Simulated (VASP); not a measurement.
# Cl (Cmce) in VASP: a series of runs

Runs on Cl. Level: PBE. Tasks: single point, relaxation of cell and atoms.

Program: VASP 6.6.1. These are calculated values, not measurements. Logs are shortened: lines on timing, memory, paths and dates and some standing lists are left out, and cuts for length are marked.

## 1. The cell of the first run

The structure is orthorhombic, space group Cmce (No. 64). The conventional cell has a = 7.891 Å, b = 4.317 Å, c = 8.319 Å, α = 90.00°, β = 90.00°, γ = 90.00°. Within 2.7 Å of Cl (site symmetry m) lie 1 Cl at 2.03 Å.

## 2. Single point, PBE

File INCAR:

```
PREC     = Accurate       # precision mode
ENCUT    = 520            # plane-wave cutoff, eV
EDIFF    = 1E-7           # SCF threshold, eV
ISMEAR   = -1             # smearing method
SIGMA    = 0.1            # smearing width, eV
LREAL    = F              # projectors in reciprocal space
LASPH    = T              # aspherical terms in the spheres
NELM     = 100            # most SCF steps
ALGO     = Normal         # electronic algorithm
ISIF     = 2              # what is computed and relaxed
LWAVE    = F              # write WAVECAR
LCHARG   = F              # write CHGCAR
GGA      = PE             # functional
NBANDS   = 22             # bands
```

File KPOINTS:

```
regular mesh
0
Gamma
  8 8 4
```

File POSCAR:

```
Cl
1.0
    3.9455718932      2.1584703170      0.0000000000
    3.9455718932     -2.1584703170      0.0000000000
    0.0000000000      0.0000000000     -8.3189676004
Cl
4
Direct
    0.1138859643      0.8861140357      0.8935564050
    0.3861140357      0.6138859643      0.3935564050
    0.8861140357      0.1138859643      0.1064435950
    0.6138859643      0.3861140357      0.6064435950
```

Potentials or basis: VASP PAW PBE potentials, release 64 (Cl).

Command:

```sh
cat potpaw_PBE.64/Cl/POTCAR > POTCAR
mpirun -np 1 vasp_std > vasp.out
```

OUTCAR:

```text
PREC = Accurate
   ENCUT = 520
   EDIFF = 1E-7
   ISMEAR = -1
   LREAL = F
   LASPH = T
   NELM = 100
   ISIF = 2
   GGA = PE

 ion  position               nearest neighbor table
   1  0.114  0.886  0.894-   3 2.03
   2  0.386  0.614  0.394-   4 2.03
   3  0.886  0.114  0.106-   1 2.03
   4  0.614  0.386  0.606-   2 2.03

  LATTYP: Found a base centered orthorhombic cell.
 ALAT       =     4.3169406340
 B/A-ratio  =     1.8279481826
 C/A-ratio  =     1.9270516566

  Lattice vectors:

 A1 = (  -3.9455718932,   2.1584703170,   0.0000000000)
 A2 = (   3.9455718932,   2.1584703170,   0.0000000000)
 A3 = (   0.0000000000,   0.0000000000,  -8.3189676004)

Analysis of symmetry for initial positions (statically):
=====================================================================
 Subroutine PRICEL returns:
 Original cell was already a primitive cell.

 Routine SETGRP: Setting up the symmetry group for a
 base centered orthorhombic supercell.

 Subroutine GETGRP returns: Found  8 space group operations
 (whereof  4 operations were pure point group operations)
 out of a pool of  8 trial point group operations.

The static configuration has the point symmetry C_2h.
 The point group associated with its full space group is D_2h.

Analysis of symmetry for dynamics (positions and initial velocities):
=====================================================================
 Subroutine PRICEL returns:
 Original cell was already a primitive cell.

 Routine SETGRP: Setting up the symmetry group for a
 base centered orthorhombic supercell.

 Subroutine GETGRP returns: Found  8 space group operations
 (whereof  4 operations were pure point group operations)
 out of a pool of  8 trial point group operations.

The dynamic configuration has the point symmetry C_2h.
 The point group associated with its full space group is D_2h.

 Subroutine INISYM returns: Found  8 space group operations
 (whereof  4 operations are pure point group operations),
 and found     1 'primitive' translations

----------------------------------------------------------------------------------------

                                     Primitive cell

  volume of cell :     141.6953

  direct lattice vectors                    reciprocal lattice vectors
     3.945571893  2.158470317  0.000000000     0.126724341  0.231645530  0.000000000
     3.945571893 -2.158470317  0.000000000     0.126724341 -0.231645530  0.000000000
     0.000000000  0.000000000 -8.318967600     0.000000000  0.000000000 -0.120207224

  length of vectors
     4.497391652  4.497391652  8.318967600     0.264043008  0.264043008  0.120207224

  position of ions in fractional coordinates (direct lattice)
     0.113885964  0.886114036  0.893556405
     0.386114036  0.613885964  0.393556405
     0.886114036  0.113885964  0.106443595
     0.613885964  0.386114036  0.606443595

  ion indices of the primitive-cell ions
   primitive index   ion index
                 1           1
                 2           2
                 3           3
                 4           4

----------------------------------------------------------------------------------------

 KPOINTS: regular mesh

Automatic generation of k-mesh.
 Grid dimensions read from file:
 generate k-points for:    8    8    4

 Generating k-lattice:

  Cartesian coordinates                     Fractional coordinates (reciprocal lattice)
     0.015840543  0.028955691  0.000000000     0.125000000  0.000000000  0.000000000
     0.015840543 -0.028955691  0.000000000     0.000000000  0.125000000  0.000000000
     0.000000000  0.000000000 -0.030051806     0.000000000  0.000000000  0.250000000

  Length of vectors
     0.033005376  0.033005376  0.030051806

  Shift w.r.t. Gamma in fractional coordinates (k-lattice)
     0.000000000  0.000000000  0.000000000

 Subroutine IBZKPT returns following result:
 ===========================================

 Found     63 irreducible k-points:

 Following reciprocal coordinates:
            Coordinates               Weight
  0.000000  0.000000  0.000000      1.000000
  0.125000  0.000000  0.000000      4.000000
  0.250000  0.000000  0.000000      4.000000
  0.375000  0.000000  0.000000      4.000000
  0.500000  0.000000  0.000000      2.000000
  0.125000  0.125000  0.000000      2.000000
[... 16 lines left out ...]
  0.125000  0.000000  0.250000      8.000000
  0.250000  0.000000  0.250000      8.000000
 [... further k-points ...]
   k-points           NKPTS =     63   k-points in BZ     NKDIM =     63   number of bands    NBANDS=     22
   number of dos      NEDOS =    301   number of ions     NIONS =      4
   total plane-waves  NPLWV =  82944
   dimension x,y,z NGX =    36 NGY =   36 NGZ =   64
   dimension x,y,z NGXF=    72 NGYF=   72 NGZF=  128
   ions per type =               4
   NGX,Y,Z   is equivalent  to a cutoff of  13.31, 13.31, 12.79 a.u.
   NGXF,Y,Z  is equivalent  to a cutoff of  26.61, 26.61, 25.58 a.u.
 SYSTEM =  unknown system
   PREC   = accura    normal or accurate (medium, high low for compatibility)
   ISTART =      0    job   : 0-new  1-cont  2-samecut
   ICHARG =      2    charge: 1-file 2-atom 10-const
   ISPIN  =      1    spin polarized calculation?
   LNONCOLLINEAR =      F non collinear calculations
   LSORBIT =      F    spin-orbit coupling
   LASPH  =      T    aspherical Exc in radial PAW
   ENCUT  =  520.0 eV  38.22 Ry    6.18 a.u.   8.36  8.36 15.47*2*pi/ulx,y,z
   NELM   =    100;   NELMIN=  2; NELMDL= -5     # of ELM steps
   EDIFF  = 0.1E-06   stopping-criterion for ELM
   LREAL  =      F    real-space projection
   EDIFFG = 0.1E-05   stopping-criterion for IOM
   NSW    =      0    number of steps for IOM
   IBRION =     -1    ionic relax: 0-MD 1-quasi-New 2-CG
   NFREE  =      0    steps in history (QN), initial steepest desc. (CG)
   ISIF   =      2    stress and relaxation
   ISYM   =      2    0-nonsym 1-usesym 2-fastsym
   POTIM  = 0.5000    time-step for ionic-motion
   TEBEG  =    0.0;   TEEND  =   0.0 temperature during run
   PSTRESS=    0.0 pullay stress
   NELECT =      28.0000    total number of electrons
   NUPDOWN=      -1.0000    fix difference up-down
   EMIN   =  10.00;   EMAX   =-10.00  energy-range for DOS
   EFERMI =   0.00;   METHOD = LEGACY
   ISMEAR =    -1;   SIGMA  =   0.10  broadening in eV -4-tet -1-fermi 0-gaus
   EFERMI_NEDOS =   21; number of points for ismear=-14 and -15
   IALGO  =     38    algorithm
   IMIX   =      4    mixing-type and parameters
     AMIX     =   0.40;   BMIX     =  1.00
     AMIX_MAG =   1.60;   BMIX_MAG =  1.00
  volume/ion in A,a.u.               =      35.42       239.05
  Fermi-wavevector in a.u.,A,eV,Ry     =   0.953548  1.801944 12.371137  0.909253
  Thomas-Fermi vector in A             =   2.082213
   LORBIT       =      0    0 simple, 1 ext, 2 COOP (PROOUT), +10 PAW based schemes
   GGA     = PE    functional components
   LHFCALC =     F    Hartree Fock is set to
   AEXX    =    0.0000 exact exchange contribution
   IVDW    =     0    specifies the selected vdW correction
   LEPSILON=     F    determine dielectric tensor
   LRPA    =     F    only Hartree local field effects (RPA)
 non-spin polarized calculation
  energy-cutoff  :      520.00
  volume of cell :      141.70
 maximum number of plane-waves:      3852
 NGX is ok and might be reduce to    36
   NGX = 17   NGY = 17   NGZ = 31

 number of electron      27.9999999 magnetization

 Free energy of the ion-electron system (eV)
  ---------------------------------------------------
  ext. energy  EPLUGINS =         0.00000000
  ---------------------------------------------------
  free energy    TOTEN  =        -7.39607995 eV

  energy without entropy =       -7.39607029  energy(sigma->0) =       -7.39607512

 E-fermi :  -0.6012     XC(G=0):  -6.8232

 val. band max:       -1.8247802597   @ k =   0.0000   0.0000   0.0000
 cond. band min:       0.5374567348   @ k =   0.0000   0.0000   0.0000
 fundamental gap:      2.3622369946
 Fermi energy:        -0.6012067970

 k-point     1 :       0.0000    0.0000    0.0000
  band No.  band energies     occupation
      1     -18.2831      2.00000
      2     -18.0564      2.00000
      3     -14.4950      2.00000
      4     -13.8729      2.00000
      5      -7.1693      2.00000
      6      -6.2012      2.00000
[... 14 lines left out ...]
     21       8.6702      0.00000
     22       8.9617      0.00000

 k-point     2 :       0.1250    0.0000    0.0000
  band No.  band energies     occupation
      1     -18.2651      2.00000
      2     -18.0548      2.00000
      3     -14.4744      2.00000
      4     -13.9014      2.00000
      5      -7.1589      2.00000
      6      -6.2583      2.00000
[... 14 lines left out ...]
     21       8.4515      0.00000
     22       8.6970      0.00000

 k-point     3 :       0.2500    0.0000    0.0000
  band No.  band energies     occupation
      1     -18.2172      2.00000
      2     -18.0549      2.00000
      3     -14.4154      2.00000
      4     -13.9803      2.00000
      5      -7.1212      2.00000
      6      -6.4247      2.00000
[... 14 lines left out ...]
     21       8.1627      0.00000
     22       8.6539      0.00000
[... 476 lines left out ...]
 k-point    23 :       0.1250    0.0000    0.2500
  band No.  band energies     occupation
      1     -18.2368      2.00000
      2     -18.0884      2.00000
      3     -14.3916      2.00000
      4     -13.9872      2.00000
      5      -7.0394      2.00000
      6      -6.4097      2.00000
[... 14 lines left out ...]
     21       8.4098      0.00000
     22       8.8159      0.00000

 k-point    24 :       0.2500    0.0000    0.2500
  band No.  band energies     occupation
      1     -18.1949      2.00000
      2     -18.0802      2.00000
      3     -14.3525      2.00000
      4     -14.0452      2.00000
      5      -7.0173      2.00000
      6      -6.5173      2.00000
[... 14 lines left out ...]
     21       8.2807      0.00000
     22       8.5962      0.00000

 [... further k-points ...]

------------------------ aborting loop because EDIFF is reached ----------------------------------------

  FORCE on cell =-STRESS in cart. coord.  units (eV):
  Direction    XX          YY          ZZ          XY          YZ          ZX
  --------------------------------------------------------------------------------------
  -------------------------------------------------------------------------------------
  Total       -0.0329021     -0.1940652     -0.5436367      0.0000000      0.0000000      0.0000000
  in kB       -0.3720309     -2.1943347     -6.1470092      0.0000000      0.0000000      0.0000000
  external PRESSURE =      -2.9044583 kB  Pullay stress =       0.0000000 kB

 VOLUME and BASIS-vectors are now :
 -----------------------------------------------------------------------------
  energy-cutoff  :      520.00
  volume of cell :      141.70
      direct lattice vectors                 reciprocal lattice vectors
     3.945571893  2.158470317  0.000000000     0.126724341  0.231645530  0.000000000
     3.945571893 -2.158470317  0.000000000     0.126724341 -0.231645530  0.000000000
     0.000000000  0.000000000 -8.318967600     0.000000000  0.000000000 -0.120207224

 POSITION                                       TOTAL-FORCE (eV/Angst)
 -----------------------------------------------------------------------------------
      3.94557     -1.66683     -7.43347         0.000000     -0.083513     -0.155259
      3.94557     -0.49164     -3.27398         0.000000      0.083513     -0.155259
      3.94557      1.66683     -0.88550         0.000000      0.083513      0.155259
      3.94557      0.49164     -5.04498         0.000000     -0.083513      0.155259
 -----------------------------------------------------------------------------------
    total drift:                               -0.000000     -0.000000     -0.000000

  FREE ENERGIE OF THE ION-ELECTRON SYSTEM (eV)
  ---------------------------------------------------
  free  energy   TOTEN  =        -7.3960799501 eV

  energy  without entropy=       -7.3960702858  energy(sigma->0) =       -7.39607512
```

It took 70 s on 1 thread of Intel Xeon 6975P-C (Granite Rapids), shared host; peak memory 0.34 GiB.

Results:

```
Free energy            : -7.3961 eV
Pressure               : -0.3 GPa
Largest force          : 0.176 eV/Å
Band gap on the k mesh : 2.36 eV
```

Forces on the atoms (eV/Å):
```
Cl   0.000 -0.084 -0.155
Cl   0.000  0.084 -0.155
Cl   0.000  0.084  0.155
Cl   0.000 -0.084  0.155
```

Stress tensor (GPa, compression positive):
```
-0.04  0.00  0.00
 0.00 -0.22  0.00
 0.00  0.00 -0.61
```

Caveat: this functional lacks dispersion, which holds the molecules together, so the pressure and a relaxed volume are unreliable.

## 3. Relaxation of cell and atoms, PBE

This run uses another cell than the first one, of 26.93 Å³/atom.

File INCAR:

```
ALGO = Normal
EDIFF = 1E-6
EDIFFG = -0.01
ENCUT = 600
GGA = PE
IBRION = 2
ISIF = 3
ISMEAR = -1
LASPH = True
LCHARG = False
LREAL = False
LWAVE = False
NELM = 80
NSW = 80
PREC = Accurate
SIGMA = 0.1
```

File KPOINTS:

```
k-points
0
Gamma
  8 8 4
```

File POSCAR:

```
Cl
1.0
    3.1068710000      2.1157440000      0.0000000000
    3.1068710000     -2.1157440000      0.0000000000
    0.0000000000      0.0000000000     -8.1943960000
Cl
4
Direct
    0.1381000000      0.8619000000      0.8891000000
    0.3619000000      0.6381000000      0.3891000000
    0.8619000000      0.1381000000      0.1109000000
    0.6381000000      0.3619000000      0.6109000000
```

Potentials or basis: VASP PAW PBE potentials, release 64 (Cl).

Command:

```sh
cat potpaw_PBE.64/Cl/POTCAR > POTCAR
mpirun -np 1 vasp_std > vasp.out
```

Wall time 16 min (1 thread of Intel Xeon 6975P-C (Granite Rapids), shared host); peak memory 0.3 GiB.

It converged, with:

```yaml
Free_energy: -7.3894 eV
Relaxed_volume: 34.13 Å³/atom
Relaxed_cell: a = 4.351 Å, b = 4.351 Å, c = 8.332 Å, α = 90.00°, β = 90.00°, γ = 59.92°
Space_group_after_relaxing_to_0.1_Å: Cmce (No. 64)
Energy_gained_by_relaxing: 91.4 meV/atom
Ionic_steps: 35
Pressure_after_relaxing: 0.0 GPa
Largest_force_after_relaxing: 0.003 eV/Å
Band_gap_on_the_k_mesh: 2.44 eV
```

Forces on the atoms (eV/Å):
```
Cl   0.000  0.000 -0.003
Cl   0.000  0.000 -0.003
Cl   0.000  0.000  0.003
Cl   0.000  0.000  0.003
```

Step by step:
```
step  energy change (eV)  largest force (eV/Å)  pressure (GPa)  volume (Å³)
   1              0.0000                1.4589           -2.50       107.73
   2             -0.0535                1.7357            5.87       101.17
   3             -0.2338                0.1630            1.28       103.98
   4             -0.2340                0.1251            1.38       103.91
   5             -0.2634                0.0799            1.19       106.78
   6             -0.3215                0.1207            0.87       115.68
   7             -0.3398                0.6037            0.98       134.76
   8             -0.3553                0.2617            0.33       138.50
   9             -0.3578                0.0858            0.00       140.61
  10             -0.3578                0.0708           -0.02       140.79
  11             -0.3578                0.0623           -0.04       140.91
  12             -0.3580                0.0592           -0.04       140.70
  13             -0.3587                0.0498           -0.05       140.05
  14             -0.3598                0.0328           -0.07       138.76
  15             -0.3613                0.0317           -0.09       136.20
  16             -0.3609                0.0937           -0.07       131.18
  17             -0.3618                0.0528           -0.07       134.17
  18             -0.3621                0.0258            0.06       133.27
  19             -0.3621                0.0200            0.05       133.37
  20             -0.3622                0.0173            0.05       133.31
  21             -0.3625                0.0131            0.04       133.13
  22             -0.3629                0.0210            0.03       132.78
  23             -0.3629                0.0585            0.00       132.07
  24             -0.3631                0.0396            0.01       132.42
  25             -0.3632                0.0088            0.08       132.35
  26             -0.3632                0.0110            0.12       132.30
  27             -0.3634                0.0117            0.12       132.41
  28             -0.3637                0.0134            0.12       132.73
  29             -0.3641                0.0159            0.13       133.36
  30             -0.3640                0.0206            0.13       134.58
  31             -0.3642                0.0162            0.13       133.84
  32             -0.3642                0.0993           -0.09       134.65
  33             -0.3644                0.0456            0.02       134.24
  34             -0.3649                0.0362            0.02       134.81
  35             -0.3657                0.0032            0.02       136.52
```

Final structure:
```
Cl
1.0
     3.76967    2.17311    0.00000
     3.76967   -2.17311    0.00000
     0.00000    0.00000   -8.33232
Cl
4
Cartesian
  3.7697 -1.6826 -7.4534
  3.7697 -0.4905 -3.2873
  3.7697 1.6826 -0.8789
  3.7697 0.4905 -5.0450
```

Levels at points of the mesh, in eV from the valence-band top:
| k point | band 10 | band 11 | band 12 | band 13 | band 14 | band 15 | band 16 | band 17 | band 18 |
| --- | --- | --- | --- | --- | --- | --- | --- | --- | --- |
| (0.00, 0.00, 0.00) | -2.49 | -0.76 | -0.27 | -0.20 | 0.00 | 2.44 | 3.16 | 6.28 | 7.04 |
| (0.50, 0.00, 0.00) | -2.73 | -0.51 | -0.51 | -0.27 | -0.27 | 2.99 | 2.99 | 7.98 | 7.98 |
| (0.50, 0.50, 0.00) | -2.64 | -0.86 | -0.83 | -0.20 | -0.04 | 2.52 | 3.09 | 8.45 | 8.90 |
| (0.00, 0.00, 0.50) | -2.56 | -0.57 | -0.57 | -0.13 | -0.13 | 2.74 | 2.74 | 6.83 | 6.83 |
| (0.50, 0.00, 0.50) | -2.76 | -0.37 | -0.37 | -0.11 | -0.11 | 2.82 | 2.82 | 8.16 | 8.16 |
| (0.50, 0.50, 0.50) | -2.66 | -0.60 | -0.60 | -0.43 | -0.43 | 2.76 | 2.76 | 9.04 | 9.04 |

Caveat: the volume moved by over 15 % at a fixed basis, so the end points are rough; this functional lacks dispersion, which holds the molecules together, so the pressure and a relaxed volume are unreliable. A k mesh can miss the band edges.
